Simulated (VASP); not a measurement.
# H6C2O in VASP: further runs

H6C2O is run at these levels: LDA; tasks: single point, relaxation of the atoms.

Everything below comes from runs of VASP 6.6.1. Logs are shortened: lines on timing, memory, paths and dates and some standing lists are left out, and cuts for length are marked.

### 1 The cell of the first run

The cell holds an amorphous packing of atoms, 36 atoms: a = 7.529 Å, b = 7.529 Å, c = 7.529 Å, α = 90.00°, β = 90.00°, γ = 90.00°.

### 2 Single point, LDA

INCAR reads:

```
ALGO = Normal ; EDIFF = 1E-6
ENCUT = 520 ; GGA = CA
ISIF = 2 ; ISMEAR = -1
LASPH = True ; LCHARG = False
LREAL = Auto ; LWAVE = False
NBANDS = 64 ; NELM = 60
PREC = Accurate ; SIGMA = 0.02
```

KPOINTS reads:

```
k-points
0
Gamma
  1 1 1
```

POSCAR reads:

```
H6C2O
1.0
    7.5290720000      0.0000000000      0.0000000000
    0.0000000000      7.5290720000      0.0000000000
    0.0000000000      0.0000000000      7.5290720000
C O H
8 4 24
Direct
    0.9560009520      0.6057984304      0.7118141519
    0.8354814511      0.4989990798      0.8135531178
   -0.1053914745      0.4254574800      0.2860644712
    0.0095363678      0.5709468577      0.2034912138
    0.4102231988      0.1109565694      0.9898298223
    0.2869809188      0.0389423823      0.8448982823
    0.7346589327     -0.1794245028      0.3914028183
    0.6451259863     -0.0047283384      0.4067566361
    0.7219083574      0.4191618834      0.6858614182
    0.1538702246      0.5106339799      0.1088846009
    0.1060024396      0.0582409094      0.8625232964
    0.6871763213      0.0958019793      0.5609057796
    0.6189873068      0.3532971925      0.7161440347
    0.8925004303      0.3706831333      0.8828976533
    0.7651540588      0.5851053091      0.9117458300
    1.0775298735      0.6550342459      0.7695636328
    1.0026069614      0.5100495785      0.6123995095
    0.8762301649      0.7000331515      0.6382327065
    0.2436555262      0.4398151592      0.1855075898
   -0.0735415998      0.6277533274      0.1139848311
    0.0324209942      0.6645706137      0.3031050839
   -0.1366038205      0.4464162383      0.4232792567
   -0.2237725977      0.3969147858      0.2205451083
   -0.0237877922      0.3075677852      0.2604039382
    0.0685874700      0.1841794048      0.8263966661
    0.3456601292      0.1016725567      0.7298509033
    0.3145141925     -0.1079150259      0.8521103265
    0.5454589888      0.1038242163      0.9424269020
    0.3713339439      0.2655041684      1.0115589278
    0.4099309981      0.0419839258      1.1309229079
    0.7376075033      0.2128681994      0.5197320467
    0.6676652846      0.0892141820      0.3037691763
    0.5063837881     -0.0443348131      0.4105950906
    0.7928334329     -0.1855208716      0.2418359128
    0.8478601347     -0.1638183298      0.4737768479
    0.6689536240     -0.3077006037      0.4176610345
```

Potentials or basis: VASP PAW LDA potentials, release 64 (C, O, H).

Started as:

```
$ cat potpaw_LDA.64/C/POTCAR potpaw_LDA.64/O/POTCAR potpaw_LDA.64/H/POTCAR > POTCAR
$ mpirun -np 1 vasp_gam > vasp.out
```

OUTCAR:

```text
EDIFF = 1E-6
   ENCUT = 520
   GGA = CA
   ISIF = 2
   ISMEAR = -1
   LASPH = True
   LREAL = Auto
   NELM = 60
   PREC = Accurate

 ion  position               nearest neighbor table
   1  0.956  0.606  0.712-  16 1.08  18 1.08  17 1.10   2 1.43
   2  0.835  0.499  0.814-  15 1.12  14 1.18   9 1.42   1 1.43
   3  0.895  0.425  0.286-  23 1.04  22 1.07  24 1.10   4 1.53
   4  0.010  0.571  0.203-  20 1.01  21 1.04  10 1.38   3 1.53
   5  0.410  0.111  0.990-  28 1.08  30 1.18  29 1.21   6 1.53
   6  0.287  0.039  0.845-  26 1.08  27 1.13  11 1.38   5 1.53
   7  0.735  0.821  0.391-  35 1.06  36 1.10  34 1.21   8 1.48
   8  0.645  0.995  0.407-  32 1.06  33 1.09  12 1.42   7 1.48
   9  0.722  0.419  0.686-  13 0.95   2 1.42
  10  0.154  0.511  0.109-  19 1.04   4 1.38
  11  0.106  0.058  0.863-  25 1.03   6 1.38
  12  0.687  0.096  0.561-  31 1.01   8 1.42
  13  0.619  0.353  0.716-   9 0.95
  14  0.893  0.371  0.883-   2 1.18
  15  0.765  0.585  0.912-   2 1.12
  16  0.078  0.655  0.770-   1 1.08
  17  0.003  0.510  0.612-   1 1.10
  18  0.876  0.700  0.638-   1 1.08
[... 16 lines left out ...]
  35  0.848  0.836  0.474-   7 1.06
  36  0.669  0.692  0.418-   7 1.10

  LATTYP: Found a simple cubic cell.
 ALAT       =     7.5290720000

  Lattice vectors:

 A1 = (   7.5290720000,   0.0000000000,   0.0000000000)
 A2 = (   0.0000000000,   7.5290720000,   0.0000000000)
 A3 = (   0.0000000000,   0.0000000000,   7.5290720000)

Analysis of symmetry for initial positions (statically):
=====================================================================
 Subroutine PRICEL returns:
 Original cell was already a primitive cell.

 Routine SETGRP: Setting up the symmetry group for a
 simple cubic supercell.

 Subroutine GETGRP returns: Found  1 space group operations
 (whereof  1 operations were pure point group operations)
 out of a pool of 48 trial point group operations.

The static configuration has the point symmetry C_1 .

Analysis of symmetry for dynamics (positions and initial velocities):
=====================================================================
 Subroutine PRICEL returns:
 Original cell was already a primitive cell.

 Routine SETGRP: Setting up the symmetry group for a
 simple cubic supercell.

 Subroutine GETGRP returns: Found  1 space group operations
 (whereof  1 operations were pure point group operations)
 out of a pool of 48 trial point group operations.

The dynamic configuration has the point symmetry C_1 .

 Subroutine INISYM returns: Found  1 space group operations
 (whereof  1 operations are pure point group operations),
 and found     1 'primitive' translations

----------------------------------------------------------------------------------------

                                     Primitive cell

  volume of cell :     426.7999

  direct lattice vectors                    reciprocal lattice vectors
     7.529072000  0.000000000  0.000000000     0.132818493  0.000000000  0.000000000
     0.000000000  7.529072000  0.000000000     0.000000000  0.132818493  0.000000000
     0.000000000  0.000000000  7.529072000     0.000000000  0.000000000  0.132818493

  length of vectors
     7.529072000  7.529072000  7.529072000     0.132818493  0.132818493  0.132818493

  position of ions in fractional coordinates (direct lattice)
     0.956000952  0.605798430  0.711814152
     0.835481451  0.498999080  0.813553118
     0.894608525  0.425457480  0.286064471
     0.009536368  0.570946858  0.203491214
     0.410223199  0.110956569  0.989829822
     0.286980919  0.038942382  0.844898282
[... 28 lines left out ...]
     0.847860135  0.836181670  0.473776848
     0.668953624  0.692299396  0.417661035

  ion indices of the primitive-cell ions
   primitive index   ion index
                 1           1
                 2           2
                 3           3
                 4           4
                 5           5
                 6           6
[... 28 lines left out ...]
                35          35
                36          36

----------------------------------------------------------------------------------------

 KPOINTS: k-points

Automatic generation of k-mesh.
 Grid dimensions read from file:
 generate k-points for:    1    1    1

 Generating k-lattice:

  Cartesian coordinates                     Fractional coordinates (reciprocal lattice)
     0.132818493  0.000000000  0.000000000     1.000000000  0.000000000  0.000000000
     0.000000000  0.132818493  0.000000000     0.000000000  1.000000000  0.000000000
     0.000000000  0.000000000  0.132818493     0.000000000  0.000000000  1.000000000

  Length of vectors
     0.132818493  0.132818493  0.132818493

  Shift w.r.t. Gamma in fractional coordinates (k-lattice)
     0.000000000  0.000000000  0.000000000

 Subroutine IBZKPT returns following result:
 ===========================================

 Found      1 irreducible k-points:

 Following reciprocal coordinates:
            Coordinates               Weight
  0.000000  0.000000  0.000000      1.000000
   k-points           NKPTS =      1   k-points in BZ     NKDIM =      1   number of bands    NBANDS=     64
   number of dos      NEDOS =    301   number of ions     NIONS =     36
   total plane-waves  NPLWV = 175616
   dimension x,y,z NGX =    56 NGY =   56 NGZ =   56
   dimension x,y,z NGXF=   112 NGYF=  112 NGZF=  112
   ions per type =               8   4  24
   NGX,Y,Z   is equivalent  to a cutoff of  12.37, 12.37, 12.37 a.u.
   NGXF,Y,Z  is equivalent  to a cutoff of  24.73, 24.73, 24.73 a.u.
 SYSTEM =  unknown system
   PREC   = accura    normal or accurate (medium, high low for compatibility)
   ISTART =      0    job   : 0-new  1-cont  2-samecut
   ICHARG =      2    charge: 1-file 2-atom 10-const
   ISPIN  =      1    spin polarized calculation?
   LNONCOLLINEAR =      F non collinear calculations
   LSORBIT =      F    spin-orbit coupling
   LASPH  =      T    aspherical Exc in radial PAW
   ENCUT  =  520.0 eV  38.22 Ry    6.18 a.u.  14.00 14.00 14.00*2*pi/ulx,y,z
   NELM   =     60;   NELMIN=  2; NELMDL= -5     # of ELM steps
   EDIFF  = 0.1E-05   stopping-criterion for ELM
   LREAL  =      T    real-space projection
   EDIFFG = 0.1E-04   stopping-criterion for IOM
   NSW    =      0    number of steps for IOM
   IBRION =     -1    ionic relax: 0-MD 1-quasi-New 2-CG
   NFREE  =      0    steps in history (QN), initial steepest desc. (CG)
   ISIF   =      2    stress and relaxation
   ISYM   =      2    0-nonsym 1-usesym 2-fastsym
   POTIM  = 0.5000    time-step for ionic-motion
   TEBEG  =    0.0;   TEEND  =   0.0 temperature during run
   PSTRESS=    0.0 pullay stress
   NELECT =      80.0000    total number of electrons
   NUPDOWN=      -1.0000    fix difference up-down
   EMIN   =  10.00;   EMAX   =-10.00  energy-range for DOS
   EFERMI =   0.00;   METHOD = LEGACY
   ISMEAR =    -1;   SIGMA  =   0.02  broadening in eV -4-tet -1-fermi 0-gaus
   EFERMI_NEDOS =   21; number of points for ismear=-14 and -15
   IALGO  =     38    algorithm
   IMIX   =      4    mixing-type and parameters
     AMIX     =   0.40;   BMIX     =  1.00
     AMIX_MAG =   1.60;   BMIX_MAG =  1.00
  volume/ion in A,a.u.               =      11.86        80.01
  Fermi-wavevector in a.u.,A,eV,Ry     =   0.936907  1.770498 11.943135  0.877796
  Thomas-Fermi vector in A             =   2.063965
   LORBIT       =      0    0 simple, 1 ext, 2 COOP (PROOUT), +10 PAW based schemes
   GGA     = CA    functional components
   LHFCALC =     F    Hartree Fock is set to
   AEXX    =    0.0000 exact exchange contribution
   IVDW    =     0    specifies the selected vdW correction
   LEPSILON=     F    determine dielectric tensor
   LRPA    =     F    only Hartree local field effects (RPA)
 non-spin polarized calculation
  energy-cutoff  :      520.00
  volume of cell :      426.80
 maximum number of plane-waves:      5730
 NGX is ok and might be reduce to    54
   NGX = 27   NGY = 27   NGZ = 27

 number of electron      79.9999994 magnetization

 Free energy of the ion-electron system (eV)
  ---------------------------------------------------
  ext. energy  EPLUGINS =         0.00000000
  ---------------------------------------------------
  free energy    TOTEN  =      -195.54124957 eV

  energy without entropy =     -195.54124957  energy(sigma->0) =     -195.54124957

 E-fermi :  -2.7900     XC(G=0):  -6.4371

 val. band max:       -3.2976005410   @ k =   0.0000   0.0000   0.0000
 cond. band min:       1.0019772374   @ k =   0.0000   0.0000   0.0000
 fundamental gap:      4.2995777784
 Fermi energy:        -2.7900126453

 k-point     1 :       0.0000    0.0000    0.0000
  band No.  band energies     occupation
      1     -22.9911      2.00000
      2     -22.7644      2.00000
      3     -22.6071      2.00000
      4     -22.3135      2.00000
      5     -16.4107      2.00000
      6     -15.8419      2.00000
[... 44 lines left out ...]
     51       4.3819      0.00000
     52       4.6626      0.00000
 [bands above 52 left out]

------------------------ aborting loop because EDIFF is reached ----------------------------------------

  FORCE on cell =-STRESS in cart. coord.  units (eV):
  Direction    XX          YY          ZZ          XY          YZ          ZX
  --------------------------------------------------------------------------------------
  -------------------------------------------------------------------------------------
  Total        8.8332375     -4.7640655      6.2348507      0.6670418      0.7791077      1.1424483
  in kB       33.1593599    -17.8839708     23.4051964      2.5040287      2.9247161      4.2886716
  external PRESSURE =      12.8935285 kB  Pullay stress =       0.0000000 kB

 VOLUME and BASIS-vectors are now :
 -----------------------------------------------------------------------------
  energy-cutoff  :      520.00
  volume of cell :      426.80
      direct lattice vectors                 reciprocal lattice vectors
     7.529072000  0.000000000  0.000000000     0.132818493  0.000000000  0.000000000
     0.000000000  7.529072000  0.000000000     0.000000000  0.132818493  0.000000000
     0.000000000  0.000000000  7.529072000     0.000000000  0.000000000  0.132818493

 POSITION                                       TOTAL-FORCE (eV/Angst)
 -----------------------------------------------------------------------------------
      7.19780      4.56110      5.35930         1.192205     -0.741250     -1.421169
      6.29040      3.75700      6.12530        -1.159179     -2.898156      2.091097
      6.73557      3.20330      2.15380         2.303586     -0.328844     -0.220658
      0.07180      4.29870      1.53210        -0.351188     -2.567449      1.255588
      3.08860      0.83540      7.45250        -1.673076      1.840498      2.304720
      2.16070      0.29320      6.36130         1.515497     -1.157557      1.644085
[... 28 lines left out ...]
      6.38360      6.29567      3.56710         1.362730     -0.207718      0.598620
      5.03660      5.21237      3.14460        -0.358509      0.447691      0.218101
 -----------------------------------------------------------------------------------
    total drift:                                0.003472      0.005430      0.012172

  FREE ENERGIE OF THE ION-ELECTRON SYSTEM (eV)
  ---------------------------------------------------
  free  energy   TOTEN  =      -195.5412495696 eV

  energy  without entropy=     -195.5412495696  energy(sigma->0) =     -195.54124957
```

It took 34 s on 1 thread of AMD EPYC 7R13 (Zen 3), shared host; peak memory 0.27 GiB.

Results:

```
Free energy            : -195.5412 eV
Pressure               : 1.3 GPa
Largest force          : 3.806 eV/Å
Band gap on the k mesh : 4.30 eV
```

Forces on the atoms (eV/Å):
```
C    1.192 -0.741 -1.421
C   -1.159 -2.898  2.091
C    2.304 -0.329 -0.221
C   -0.351 -2.567  1.256
C   -1.673  1.840  2.305
C    1.515 -1.158  1.644
C    1.528  0.244 -3.477
C   -1.281 -0.381  1.127
O    0.733  1.459 -1.611
O    2.518 -1.380  0.566
O   -1.116  1.993 -0.376
O    0.426  0.652  0.065
H   -0.970 -0.741  1.208
H    0.030  1.859 -0.046
H   -0.246 -0.502  0.027
H    0.156  0.581  0.797
H    0.382  0.048 -0.540
H    0.123  0.643  0.094
H   -1.656  1.185 -1.074
H   -1.703  1.922 -2.552
H    1.034  1.575  1.462
H   -0.044 -0.004  0.981
H   -1.996 -0.089 -1.344
H    0.044 -0.606  0.561
H    0.500 -1.679  0.618
H   -0.079 -0.085 -1.261
H   -0.228  0.418 -0.686
H    0.710  0.047 -0.297
H    0.718 -2.094 -0.196
H   -0.348  0.775 -1.802
H   -0.282 -0.928  0.763
H    0.139  0.209 -1.653
H   -1.063  0.652 -0.037
H   -0.860 -0.157  2.212
H    1.363 -0.208  0.599
H   -0.359  0.448  0.218
```

Stress tensor (GPa, compression positive):
```
 3.32  0.25  0.43
 0.25 -1.79  0.29
 0.43  0.29  2.34
```

Caveat: the k points lie up to 0.83 Å⁻¹ apart.

(Continued in part 2 of 2.)
